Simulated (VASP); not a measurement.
# Yb (P6_3/mmc) in VASP: further runs

The runs below take Yb through single point, with PBE.

Everything below comes from runs of VASP 6.6.1. Logs are shortened: lines on timing, memory, paths and dates and some standing lists are left out, and cuts for length are marked.

## Step 1: The cell of the first run

Symmetry: P6_3/mmc, No. 194, hexagonal system. Conventional cell: a = 3.880 Å, b = 3.880 Å, c = 6.386 Å, α = 90.00°, β = 90.00°, γ = 120.00°. Within 5.1 Å of Yb (site symmetry -6m2) lie 12 Yb at 3.88 to 3.90 Å.

## Step 2: Single point, PBE, collinear spin, ferromagnetic start

Contents of INCAR:

```
SYSTEM = Yb
PREC = Accurate
ENCUT = 520
EDIFF = 1E-7
ISMEAR = -1
SIGMA = 0.05
LREAL = .FALSE.
LASPH = .TRUE.
NELM = 150
ALGO = Normal
ISIF = 2
LWAVE = .FALSE.
LCHARG = .FALSE.
ISPIN = 2
MAGMOM = 0.25 0.25
LORBIT = 11
NUPDOWN = 0.5
LMAXMIX = 6
GGA = PE
NBANDS = 35
```

Contents of KPOINTS:

```
Automatic mesh
0
G
  7 7 4
  0 0 0
```

Contents of POSCAR:

```
Yb
1.0
    3.8799000000      0.0000000000      0.0000000000
   -1.9399500000      3.3600919641      0.0000000000
    0.0000000000      0.0000000000      6.3859000000
Yb
2
Direct
    0.6666666667      0.3333333333      0.7500000000
    0.3333333333      0.6666666667      0.2500000000
```

Potentials or basis: VASP PAW PBE potentials, release 64 (Yb).

Command:

```console
$ cat potpaw_PBE.64/Yb/POTCAR > POTCAR
$ mpirun -np 1 vasp_std > vasp.out
```

OUTCAR:

```text
SYSTEM = Yb
   PREC = Accurate
   ENCUT = 520
   EDIFF = 1E-7
   ISMEAR = -1
   LREAL = .FALSE.
   LASPH = .TRUE.
   NELM = 150
   ISIF = 2
   ISPIN = 2
   LORBIT = 11
   NUPDOWN = 0.5
   GGA = PE

 ion  position               nearest neighbor table
   1  0.667  0.333  0.750-
   2  0.333  0.667  0.250-

  LATTYP: Found a hexagonal cell.
 ALAT       =     3.8799000000
 C/A-ratio  =     1.6458929354

  Lattice vectors:

 A1 = (   3.8799000000,   0.0000000000,   0.0000000000)
 A2 = (  -1.9399500000,   3.3600919641,   0.0000000000)
 A3 = (   0.0000000000,   0.0000000000,   6.3859000000)

Analysis of symmetry for initial positions (statically):
=====================================================================
 Subroutine PRICEL returns:
 Original cell was already a primitive cell.

 Routine SETGRP: Setting up the symmetry group for a
 hexagonal supercell.

 Subroutine GETGRP returns: Found 24 space group operations
 (whereof 12 operations were pure point group operations)
 out of a pool of 24 trial point group operations.

The static configuration has the point symmetry D_3d.
 The point group associated with its full space group is D_6h.

Analysis of symmetry for dynamics (positions and initial velocities):
=====================================================================
 Subroutine PRICEL returns:
 Original cell was already a primitive cell.

 Routine SETGRP: Setting up the symmetry group for a
 hexagonal supercell.

 Subroutine GETGRP returns: Found 24 space group operations
 (whereof 12 operations were pure point group operations)
 out of a pool of 24 trial point group operations.

The dynamic configuration has the point symmetry D_3d.
 The point group associated with its full space group is D_6h.

Analysis of structural, dynamic, and magnetic symmetry:
=====================================================================
 Subroutine PRICEL returns:
 Original cell was already a primitive cell.

 Routine SETGRP: Setting up the symmetry group for a
 hexagonal supercell.

 Subroutine GETGRP returns: Found 24 space group operations
[... 116 lines left out ...]
   EMIN   =  10.00;   EMAX   =-10.00  energy-range for DOS
   EFERMI =   0.00;   METHOD = LEGACY
   ISMEAR =    -1;   SIGMA  =   0.05  broadening in eV -4-tet -1-fermi 0-gaus
   EFERMI_NEDOS =   21; number of points for ismear=-14 and -15
   IALGO  =     38    algorithm
   IMIX   =      4    mixing-type and parameters
     AMIX     =   0.40;   BMIX     =  1.00
     AMIX_MAG =   1.60;   BMIX_MAG =  1.00
  volume/ion in A,a.u.               =      41.63       280.91
  Fermi-wavevector in a.u.,A,eV,Ry     =   1.362565  2.574875 25.260359  1.856584
  Thomas-Fermi vector in A             =   2.489044
   LORBIT       =     11    0 simple, 1 ext, 2 COOP (PROOUT), +10 PAW based schemes
   GGA     = PE    functional components
   LHFCALC =     F    Hartree Fock is set to
   AEXX    =    0.0000 exact exchange contribution
   IVDW    =     0    specifies the selected vdW correction
   LEPSILON=     F    determine dielectric tensor
   LRPA    =     F    only Hartree local field effects (RPA)
 spin polarized calculation
  energy-cutoff  :      520.00
  volume of cell :       83.25
 maximum number of plane-waves:      2254
 NGX is ok and might be reduce to    30
   NGX = 15   NGY = 15   NGZ = 23

 number of electron      48.0000033 magnetization       0.5000000

 Free energy of the ion-electron system (eV)
  ---------------------------------------------------
  ext. energy  EPLUGINS =         0.00000000
  ---------------------------------------------------
  free energy    TOTEN  =        -7.01416135 eV

  energy without entropy =       -6.96989850  energy(sigma->0) =       -6.99202992

 E-fermi :   1.0445     XC(G=0):  -8.8211

 val. band max:        1.2004889532   @ k =   0.2857   0.2857   0.2500
 cond. band min:       1.2140988480   @ k =   0.2857   0.2857   0.0000
 fundamental gap:      0.0136098948
 Fermi energy:         1.2035584664

 spin component 1

 k-point     1 :       0.0000    0.0000    0.0000
  band No.  band energies     occupation
      1     -50.7514      1.00000
      2     -50.7437      1.00000
      3     -23.2124      1.00000
      4     -23.0395      1.00000
      5     -23.0395      1.00000
      6     -23.0121      1.00000
[... 901 lines left out ...]
     34       7.1602      0.00000
     35       7.6434      0.00000
 Fermi energy:         1.0444840647

 spin component 2

 k-point     1 :       0.0000    0.0000    0.0000
  band No.  band energies     occupation
      1     -50.7110      1.00000
      2     -50.7033      1.00000
      3     -23.1607      1.00000
      4     -23.0007      1.00000
      5     -23.0007      1.00000
      6     -22.9736      1.00000
[... 901 lines left out ...]
     34       7.2437      0.00000
     35       7.7359      0.00000

------------------------ aborting loop because EDIFF is reached ----------------------------------------

  FORCE on cell =-STRESS in cart. coord.  units (eV):
  Direction    XX          YY          ZZ          XY          YZ          ZX
  --------------------------------------------------------------------------------------
  -------------------------------------------------------------------------------------
  Total       -2.1351986     -2.1351986     -2.0777422      0.0000000      0.0000000      0.0000000
  in kB      -41.0917882    -41.0917882    -39.9860433      0.0000000      0.0000000      0.0000000
  external PRESSURE =     -40.7232065 kB  Pullay stress =       0.0000000 kB

 VOLUME and BASIS-vectors are now :
 -----------------------------------------------------------------------------
  energy-cutoff  :      520.00
  volume of cell :       83.25
      direct lattice vectors                 reciprocal lattice vectors
     3.879900000  0.000000000  0.000000000     0.257738602  0.148805451  0.000000000
    -1.939950000  3.360091964  0.000000000     0.000000000  0.297610902  0.000000000
     0.000000000  0.000000000  6.385900000     0.000000000  0.000000000  0.156594998

 POSITION                                       TOTAL-FORCE (eV/Angst)
 -----------------------------------------------------------------------------------
      1.93995      1.12003      4.78943         0.000000     -0.000000     -0.000000
     -0.00000      2.24006      1.59648        -0.000000      0.000000      0.000000
 -----------------------------------------------------------------------------------
    total drift:                               -0.000000      0.000000     -0.000000

  FREE ENERGIE OF THE ION-ELECTRON SYSTEM (eV)
  ---------------------------------------------------
  free  energy   TOTEN  =        -7.0141613520 eV

  energy  without entropy=       -6.9698984970  energy(sigma->0) =       -6.99202992

 total charge

# of ion       s       p       d       f       tot
--------------------------------------------------
    1        2.212   5.979   0.207  13.644  22.042
    2        2.212   5.979   0.207  13.644  22.042
--------------------------------------------------
tot          4.423  11.958   0.414  27.289  44.084

 magnetization (x)

# of ion       s       p       d       f       tot
--------------------------------------------------
    1       -0.001   0.018   0.038   0.046   0.101
    2       -0.001   0.018   0.038   0.046   0.101
--------------------------------------------------
tot         -0.002   0.037   0.075   0.091   0.202
```

OSZICAR:

```text
N       E                     dE             d eps       ncg     rms          rms(c)
DAV:   1     0.341696959842E+03    0.34170E+03   -0.15170E+04  4942   0.881E+03
DAV:   2     0.657670525248E+02   -0.27593E+03   -0.25578E+03  4559   0.875E+02
DAV:   3     0.579960384157E+01   -0.59967E+02   -0.58538E+02  5051   0.193E+02
[... 47 lines left out ...]
DAV:  51    -0.701415571327E+01    0.34498E-05   -0.13090E-05  5261   0.371E-01    0.198E-01
DAV:  52    -0.701415225526E+01    0.34580E-05   -0.15566E-05  5645   0.135E-01    0.144E-01
DAV:  53    -0.701415876981E+01   -0.65146E-05   -0.75002E-06  5824   0.230E-01    0.842E-02
DAV:  54    -0.701416144284E+01   -0.26730E-05   -0.41566E-06  5703   0.160E-01    0.966E-02
DAV:  55    -0.701416135202E+01    0.90824E-07   -0.82574E-07  4371   0.461E-02
   1 F= -.70141614E+01 E0= -.69920299E+01  d E =-.442629E-01  mag=     0.5000
```

stdout:

```text
POSCAR found type information on POSCAR Yb
 POSCAR found :  1 types and       2 ions
 scaLAPACK will be used
 LDA part: xc-table for (Slater+PW92), standard interpolation
 POSCAR, INCAR and KPOINTS ok, starting setup
 FFT: planning ... GRIDC
 FFT: planning ... GRID_SOFT
 FFT: planning ... GRID
 WAVECAR not read
 entering main loop
```

Wall time 14 min (1 thread of Oxide Virtual Turin-like, shared host); peak memory 0.28 GiB.

Results:

- Free energy: -7.0142 eV
- Pressure: -4.1 GPa
- Net moment: 0.50 μB per cell
- Site moments: Yb +0.10 μB
- Valence electrons inside the program's atomic spheres: Yb 22.04

Caveat: spin-orbit coupling is left out, which moves the levels of the heavy elements; the total moment is fixed, so each spin has its own Fermi level.

(Part 1 of 2 ends here.)
